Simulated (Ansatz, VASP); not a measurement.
# One calculation of SiC, two programs

```
CELL_PARAMETERS angstrom
4.37973 0.00000 0.00000
0.00000 -4.37973 0.00000
0.00000 0.00000 -4.37973
ATOMIC_POSITIONS crystal
Si 0.00000 0.00000 0.00000
Si 0.50000 0.50000 0.00000
Si 0.50000 0.00000 0.50000
Si 0.00000 0.50000 0.50000
C 0.75000 0.75000 0.73630
C 0.25000 0.25000 0.75000
C 0.25000 0.75000 0.25000
C 0.75000 0.25000 0.25000
```

Alike in both runs: task single point; functional PBE; k mesh 6 × 6 × 6; occupations gaussian, width 0.05 eV; no spin polarisation.

```csv
,VASP,Ansatz
version,VASP 6.6.1,Ansatz 0.2.0
potentials or method,"VASP PAW PBE potentials, release 64 (Si, C), cutoff 520 eV","scalar-relativistic, plane waves, PAW"
valence electrons in the cell,32,32
```

VASP gave:

- gap on the k mesh at the Fermi level (eV): 1.30
- least direct gap on the mesh (eV): 1.30
- pressure (GPa): 0.1
- traceless stress, the component that is largest in VASP (GPa): 0.87
- rms of the force components (eV/Å): 0.313

Question: Which values does Ansatz return?

Answer: gap on the k mesh at the Fermi level (eV): 1.30; least direct gap on the mesh (eV): 1.30; pressure (GPa): 0.1; traceless stress, the component that is largest in VASP (GPa): 0.87; rms of the force components (eV/Å): 0.314.

Atom by atom the forces differ by 0.000 eV/Å (rms over components). With one functional, cell and mesh, what is left measures potentials, basis and numerics.
